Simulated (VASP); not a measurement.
Set up this calculation in VASP 6.6.1, as the native input.

```
Task                   : single point
Functional             : r2SCAN
Potentials or basis    : VASP PAW PBE potentials, release 64 (As)
Cutoff                 : 520 eV
k mesh                 : 14 × 14 × 14
Occupations            : gaussian, width 0.05 eV
Spin                   : no spin polarisation
Dipole correction      : no
Further INCAR settings : ALGO = Normal; EDIFF = 1e-06; NBANDS = 12
```

Crystal: As.

```
CELL_PARAMETERS angstrom
1.85269 1.06965 3.89383
-1.85269 1.06965 3.89383
0.00000 -2.13930 3.89383
ATOMIC_POSITIONS crystal
As 0.22229 0.22229 0.22229
As 0.77771 0.77771 0.77771
```

The input as run:

POSCAR

```
As
1.0
    1.8526864658      1.0696490298      3.8938291089
   -1.8526864658      1.0696490298      3.8938291089
    0.0000000000     -2.1392980596      3.8938291089
As
2
Direct
    0.2222920374      0.2222920374      0.2222920374
    0.7777079626      0.7777079626      0.7777079626
```

INCAR.step1

```
SYSTEM = As
PREC = Accurate
ENCUT = 520
ISMEAR = 0
SIGMA = 0.05
LREAL = .FALSE.
LASPH = .TRUE.
NELM = 80
NBANDS = 12
GGA = PE
ALGO = Normal
EDIFF = 1E-4
LWAVE = .TRUE.
LCHARG = .FALSE.
```

INCAR.step2

```
SYSTEM = As
PREC = Accurate
ENCUT = 520
EDIFF = 1E-6
ISMEAR = 0
SIGMA = 0.05
LREAL = .FALSE.
LASPH = .TRUE.
NELM = 80
ALGO = Normal
ISIF = 2
LWAVE = .FALSE.
LCHARG = .FALSE.
METAGGA = R2SCAN
LMIXTAU = .TRUE.
NBANDS = 12
ISTART = 1
```

KPOINTS

```
regular mesh
0
G
  14 14 14
  0 0 0
```

Potentials or basis: VASP PAW PBE potentials, release 64 (As).

Launch:

```console
$ cat potpaw_PBE.64/As/POTCAR > POTCAR
$ cp INCAR.step1 INCAR
$ mpirun -np 1 vasp_std > vasp.out
$ cp INCAR.step2 INCAR
$ mpirun -np 1 vasp_std > vasp.out
```

It gave:

The pressure is 0.8 GPa. The largest force is 0.049 eV/Å and the band gap on the k mesh is zero (bands 5 and 6 overlap by 0.62 eV).

Caveat: the PAW data sets were made with another functional, which shifts forces and pressure a little.

Run time: 6.8 min on 1 thread of Intel(R) Xeon(R) Platinum 8488C (Sapphire Rapids) (shared host), peak memory 0.32 GiB.
